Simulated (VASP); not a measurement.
# CdH2O2 (P3m1) in VASP: further runs

The runs below take CdH2O2 through single point, with PBEsol+D3(BJ).

All numbers are computed with VASP 6.6.1; they aren't measurements. Logs are shortened: lines on timing, memory, paths and dates and some standing lists are left out, and cuts for length are marked.

## (1) The cell of the first run

It takes space group P3m1 (No. 156, trigonal). Conventional cell: a = 3.988 Å, b = 3.988 Å, c = 4.612 Å, α = 90.00°, β = 90.00°, γ = 120.00°. Within 3.1 Å of Cd (site symmetry 3m) lie 6 H at 2.30 to 3.08 Å and 6 O at 2.48 to 2.52 Å. H (site symmetry 3m) has 1 O at 1.02 Å within 1.4 Å. Within 1.4 Å of H (site symmetry 3m) lie 1 O at 1.01 Å. Within 1.4 Å of O (site symmetry 3m) lie 1 H at 1.02 Å. Within 1.4 Å of O (site symmetry 3m) lie 1 H at 1.01 Å.

## (2) Single point, PBEsol+D3(BJ)

File INCAR:

```
SYSTEM = CdH2O2
PREC     = Accurate       ! precision mode
ENCUT    = 600            ! plane-wave cutoff, eV
EDIFF    = 1E-6           ! SCF threshold, eV
ISMEAR   = 0              ! smearing method
SIGMA    = 0.01           ! smearing width, eV
LREAL    = .False.        ! projectors in reciprocal space
LASPH    = .True.         ! aspherical terms in the spheres
NELM     = 120            ! most SCF steps
ALGO     = Normal         ! electronic algorithm
ISIF     = 2              ! what is computed and relaxed
LWAVE    = .False.        ! write WAVECAR
LCHARG   = .False.        ! write CHGCAR
GGA      = PS             ! functional
IVDW     = 12             ! dispersion correction
NBANDS   = 25             ! bands
GGA_COMPAT= .False.
```

File KPOINTS:

```
regular mesh
0
Gamma
  6 6 4
  0 0 0
```

File POSCAR:

```
CdH2O2
1.0
    3.9876506174      0.0000000000      0.0000000000
   -1.9938253087      3.4534063228      0.0000000000
    0.0000000000      0.0000000000      4.6123813913
Cd H O
1 2 2
Direct
    0.3333333333      0.6666666667      0.9873000000
    0.0000000000      0.0000000000      0.0080770000
    0.6666666667      0.3333333333      0.4318850000
    0.0000000000      0.0000000000      0.7861940000
    0.6666666667      0.3333333333      0.2118940000
```

Potentials or basis: VASP PAW PBE potentials, release 64 (Cd_sv_GW, H, O).

On the command line:

```sh
cat potpaw_PBE.64/Cd_sv_GW/POTCAR potpaw_PBE.64/H/POTCAR potpaw_PBE.64/O/POTCAR > POTCAR
mpirun -np 1 vasp_std > vasp.out
```

OUTCAR:

```text
SYSTEM = CdH2O2
   PREC = Accurate
   ENCUT = 600
   EDIFF = 1E-6
   ISMEAR = 0
   LREAL = .False.
   LASPH = .True.
   NELM = 120
   ISIF = 2
   GGA = PS
   IVDW = 12
 IVDW          = 12

 ion  position               nearest neighbor table
   1  0.333  0.667  0.987-
   2  0.000  0.000  0.008-   4 1.02
   3  0.667  0.333  0.432-   5 1.01
   4  0.000  0.000  0.786-   2 1.02
   5  0.667  0.333  0.212-   3 1.01

  LATTYP: Found a hexagonal cell.
 ALAT       =     3.9876506174
 C/A-ratio  =     1.1566663767

  Lattice vectors:

 A1 = (   3.9876506174,   0.0000000000,   0.0000000000)
 A2 = (  -1.9938253087,   3.4534063228,   0.0000000000)
 A3 = (   0.0000000000,   0.0000000000,   4.6123813913)

Analysis of symmetry for initial positions (statically):
=====================================================================
 Subroutine PRICEL returns:
 Original cell was already a primitive cell.

 Routine SETGRP: Setting up the symmetry group for a
 hexagonal supercell.

 Subroutine GETGRP returns: Found  6 space group operations
 (whereof  6 operations were pure point group operations)
 out of a pool of 24 trial point group operations.

The static configuration has the point symmetry C_3v.

Analysis of symmetry for dynamics (positions and initial velocities):
=====================================================================
 Subroutine PRICEL returns:
 Original cell was already a primitive cell.

 Routine SETGRP: Setting up the symmetry group for a
 hexagonal supercell.

 Subroutine GETGRP returns: Found  6 space group operations
 (whereof  6 operations were pure point group operations)
 out of a pool of 24 trial point group operations.

The dynamic configuration has the point symmetry C_3v.

 Subroutine INISYM returns: Found  6 space group operations
 (whereof  6 operations are pure point group operations),
 and found     1 'primitive' translations

----------------------------------------------------------------------------------------

                                     Primitive cell

  volume of cell :      63.5170

  direct lattice vectors                    reciprocal lattice vectors
     3.987650617  0.000000000  0.000000000     0.250774227  0.144784585  0.000000000
    -1.993825309  3.453406323  0.000000000     0.000000000  0.289569169  0.000000000
     0.000000000  0.000000000  4.612381391     0.000000000  0.000000000  0.216807743

  length of vectors
[... 87 lines left out ...]
   EDIFF  = 0.1E-05   stopping-criterion for ELM
   LREAL  =      F    real-space projection
   EDIFFG = 0.1E-04   stopping-criterion for IOM
   NSW    =      0    number of steps for IOM
   IBRION =     -1    ionic relax: 0-MD 1-quasi-New 2-CG
   NFREE  =      0    steps in history (QN), initial steepest desc. (CG)
   ISIF   =      2    stress and relaxation
   ISYM   =      2    0-nonsym 1-usesym 2-fastsym
   POTIM  = 0.5000    time-step for ionic-motion
   TEBEG  =    0.0;   TEEND  =   0.0 temperature during run
   PSTRESS=    0.0 pullay stress
   NELECT =      34.0000    total number of electrons
   NUPDOWN=      -1.0000    fix difference up-down
   EMIN   =  10.00;   EMAX   =-10.00  energy-range for DOS
   EFERMI =   0.00;   METHOD = LEGACY
   ISMEAR =     0;   SIGMA  =   0.01  broadening in eV -4-tet -1-fermi 0-gaus
   EFERMI_NEDOS =   21; number of points for ismear=-14 and -15
   IALGO  =     38    algorithm
   IMIX   =      4    mixing-type and parameters
     AMIX     =   0.40;   BMIX     =  1.00
     AMIX_MAG =   1.60;   BMIX_MAG =  1.00
  volume/ion in A,a.u.               =      12.70        85.73
  Fermi-wavevector in a.u.,A,eV,Ry     =   1.329243  2.511906 24.039967  1.766888
  Thomas-Fermi vector in A             =   2.458420
   LORBIT       =      0    0 simple, 1 ext, 2 COOP (PROOUT), +10 PAW based schemes
   GGA     = PS    functional components
   LHFCALC =     F    Hartree Fock is set to
   AEXX    =    0.0000 exact exchange contribution
   IVDW    =    12    specifies the selected vdW correction
   LEPSILON=     F    determine dielectric tensor
   LRPA    =     F    only Hartree local field effects (RPA)
 non-spin polarized calculation
 Gauss-broadening in eV      SIGMA  =   0.01
  energy-cutoff  :      600.00
  volume of cell :       63.52
 maximum number of plane-waves:      2136
   NGX = 15   NGY = 15   NGZ = 19

 number of electron      34.0000007 magnetization

 Free energy of the ion-electron system (eV)
  ---------------------------------------------------
  ext. energy  EPLUGINS =         0.00000000
  ---------------------------------------------------
  free energy    TOTEN  =       -22.29194920 eV

  energy without entropy =      -22.29194920  energy(sigma->0) =      -22.29194920

 E-fermi :  -0.2797     XC(G=0):  -9.0194

 val. band max:       -0.4062933486   @ k =   0.5000  -0.0000   0.0000
 cond. band min:       0.4568392672   @ k =   0.0000   0.0000   0.0000
 fundamental gap:      0.8631326158
 Fermi energy:        -0.2797019173

 k-point     1 :       0.0000    0.0000    0.0000
  band No.  band energies     occupation
      1    -100.6859      2.00000
      2     -61.8449      2.00000
      3     -61.7657      2.00000
      4     -61.7657      2.00000
      5     -17.9823      2.00000
      6     -17.1567      2.00000
[... 661 lines left out ...]
     24      13.3061      0.00000
     25      14.1851      0.00000

------------------------ aborting loop because EDIFF is reached ----------------------------------------

 Edisp (eV)   -0.38706

 E8    (eV) :    -0.2160

  FORCE on cell =-STRESS in cart. coord.  units (eV):
  Direction    XX          YY          ZZ          XY          YZ          ZX
  --------------------------------------------------------------------------------------
  -------------------------------------------------------------------------------------
  Total      -4.79368    -4.79368    -5.02216     0.00000    -0.00000     0.00000
  in kB    -120.91755  -120.91752  -126.68082     0.00000    -0.00000     0.00000
  external pressure =     -122.84 kB  Pullay stress =        0.00 kB

 VOLUME and BASIS-vectors are now :
 -----------------------------------------------------------------------------
  energy-cutoff  :      600.00
  volume of cell :       63.52
      direct lattice vectors                 reciprocal lattice vectors
     3.987650617  0.000000000  0.000000000     0.250774227  0.144784585  0.000000000
    -1.993825309  3.453406323  0.000000000     0.000000000  0.289569169  0.000000000
     0.000000000  0.000000000  4.612381391     0.000000000  0.000000000  0.216807743

 POSITION                                       TOTAL-FORCE (eV/Angst)
 -----------------------------------------------------------------------------------
     -0.00000      2.30227      4.55380         0.000000      0.000000     -0.003851
      0.00000      0.00000      0.03725         0.000000      0.000000     -1.131568
      1.99383      1.15114      1.99202         0.000000     -0.000000     -1.407264
      0.00000      0.00000      3.62623        -0.000000      0.000000      1.937375
      1.99383      1.15114      0.97734         0.000000      0.000000      0.605308
 -----------------------------------------------------------------------------------
    total drift:                                0.000001      0.000001     -0.003496

  FREE ENERGIE OF THE ION-ELECTRON SYSTEM (eV)
  ---------------------------------------------------
  free  energy   TOTEN  =       -22.6790138461 eV

  energy  without entropy=      -22.6790138461  energy(sigma->0) =      -22.67901385
```

OSZICAR:

```text
N       E                     dE             d eps       ncg     rms          rms(c)
DAV:   1     0.508242098816E+03    0.50824E+03   -0.21502E+04  1416   0.170E+03
DAV:   2     0.296165190838E+02   -0.47863E+03   -0.42498E+03  1203   0.577E+02
DAV:   3    -0.239003778588E+02   -0.53517E+02   -0.52526E+02  1885   0.214E+02
DAV:   4    -0.256510408157E+02   -0.17507E+01   -0.17470E+01  1488   0.412E+01
DAV:   5    -0.257339537085E+02   -0.82913E-01   -0.82899E-01  1828   0.848E+00    0.127E+01
DAV:   6    -0.224092767446E+02    0.33247E+01   -0.85415E+00  1696   0.618E+01    0.116E+01
DAV:   7    -0.223572676615E+02    0.52009E-01   -0.11252E+00  1299   0.973E+00    0.750E+00
DAV:   8    -0.223216419377E+02    0.35626E-01   -0.51508E-01  1527   0.907E+00    0.158E+00
DAV:   9    -0.222929798461E+02    0.28662E-01   -0.63811E-02  1738   0.415E+00    0.438E-01
DAV:  10    -0.222917143333E+02    0.12655E-02   -0.11713E-02  1300   0.107E+00    0.196E-01
DAV:  11    -0.222919201365E+02   -0.20580E-03   -0.43950E-04  1675   0.202E-01    0.282E-02
DAV:  12    -0.222919319913E+02   -0.11855E-04   -0.16774E-05  1363   0.442E-02    0.238E-02
DAV:  13    -0.222919464195E+02   -0.14428E-04   -0.17209E-05  1320   0.442E-02    0.114E-02
DAV:  14    -0.222919488510E+02   -0.24316E-05   -0.40001E-06  1554   0.219E-02    0.222E-03
DAV:  15    -0.222919492020E+02   -0.35099E-06   -0.43866E-07   905   0.912E-03
   1 F= -.22679014E+02 E0= -.22679014E+02  d E =-.297028E-73
```

stdout:

```text
POSCAR found type information on POSCAR CdH O
 POSCAR found :  3 types and       5 ions
 scaLAPACK will be used
 -----------------------------------------------------------------------------
|                                                                             |
|                                                                             |
|     You enforced a specific xc type in the INCAR file but a different       |
|     I HOPE YOU KNOW WHAT YOU ARE DOING!                                     |
|                                                                             |
 -----------------------------------------------------------------------------

 LDA part: xc-table for (Slater+PW92), standard interpolation
 POSCAR, INCAR and KPOINTS ok, starting setup
 FFT: planning ... GRIDC
 FFT: planning ... GRID_SOFT
 FFT: planning ... GRID
 WAVECAR not read
 entering main loop
```

It took 30 s on 1 thread of Intel Xeon 6975P-C (Granite Rapids), shared host; peak memory 0.23 GiB.

What came out:

| Property | Result |
| --- | --- |
| Free energy | -22.6790 eV |
| Pressure | -12.3 GPa |
| Largest force | 1.937 eV/Å |
| Band gap on the k mesh | 0.86 eV (least direct gap 1.38 eV) |
| Dispersion energy per atom | -0.077 eV |

Forces on the atoms (eV/Å):
```
Cd   0.000  0.000 -0.004
H    0.000  0.000 -1.132
H    0.000  0.000 -1.407
O    0.000  0.000  1.937
O    0.000  0.000  0.605
```

Stress tensor (GPa, compression positive):
```
-12.09   0.00   0.00
  0.00 -12.09   0.00
  0.00   0.00 -12.67
```

Caveat: the cell stands under tension; the PAW data sets were made with another functional, which shifts forces and pressure a little. A k mesh can miss the band edges.

## (3) Single point, PBEsol+D3(BJ)

This run uses another cell than the first one, of 10.89 Å³/atom.

File INCAR:

```
PREC = Accurate ; ENCUT = 600
EDIFF = 1E-6 ; ISMEAR = 0
SIGMA = 0.01 ; LREAL = False
LASPH = True ; NELM = 120
ALGO = Normal ; ISIF = 2
LWAVE = False ; LCHARG = True
GGA = PS ; IVDW = 12
LELF = True ; LVHAR = True
NBANDS = 25 ; GGA_COMPAT = False
```

File KPOINTS:

```
regular mesh
0
Gamma
  6 6 4
```

POSCAR: that of step 2 with these lines changed.

```diff
@@ -2,5 +2,5 @@
 1.0
-    3.9876506174      0.0000000000      0.0000000000
-   -1.9938253087      3.4534063228      0.0000000000
-    0.0000000000      0.0000000000      4.6123813913
+    3.7879261519      0.0000000000      0.0000000000
+   -1.8939630759      3.2804398825      0.0000000000
+    0.0000000000      0.0000000000      4.3813668174
 Cd H O
```

Potentials or basis: VASP PAW PBE potentials, release 64 (Cd_sv_GW, H, O).

On the command line:

```sh
cat potpaw_PBE.64/Cd_sv_GW/POTCAR potpaw_PBE.64/H/POTCAR potpaw_PBE.64/O/POTCAR > POTCAR
mpirun -np 1 vasp_std > vasp.out
```

Run time: 80 s. Hardware: 1 thread of Intel Xeon Platinum 8259CL at 2.50GHz (Skylake/Cascade Lake), shared host; peak memory 0.22 GiB.

Results (log left out):

| Item | Value |
| --- | --- |
| Free energy | -23.1104 eV |
| Pressure | -2.5 GPa |
| Largest force | 1.031 eV/Å |
| Band gap on the k mesh | 1.22 eV (least direct gap 1.75 eV) |
| Dispersion energy per atom | -0.091 eV |

Forces in eV/Å, atoms in the order of the input:
```
Cd   0.000  0.000 -0.064
H    0.000  0.000  0.873
H    0.000  0.000  0.827
O    0.000  0.000 -0.605
O    0.000  0.000 -1.031
```

Stress tensor (GPa, compression positive):
```
-4.50  0.00  0.00
 0.00 -4.50  0.00
 0.00  0.00  1.42
```

Levels at points of the mesh, in eV from the valence-band top:
| k point | band 14 | band 15 | band 16 | band 17 | band 18 | band 19 | band 20 | band 21 |
| --- | --- | --- | --- | --- | --- | --- | --- | --- |
| (0.00, 0.00, 0.00) | -1.05 | -1.05 | -0.53 | -0.53 | 1.22 | 6.10 | 10.29 | 10.92 |
| (0.50, 0.00, 0.00) | -3.23 | -2.47 | -1.84 | 0.00 | 5.36 | 6.16 | 8.35 | 10.01 |
| (0.00, 0.00, 0.50) | -1.18 | -1.18 | -0.37 | -0.37 | 3.18 | 4.73 | 10.35 | 10.97 |
| (0.50, 0.00, 0.50) | -2.55 | -2.19 | -1.70 | -0.30 | 5.58 | 6.19 | 8.27 | 9.14 |

Caveat: the PAW data sets were made with another functional, which shifts forces and pressure a little. A k mesh can miss the band edges.
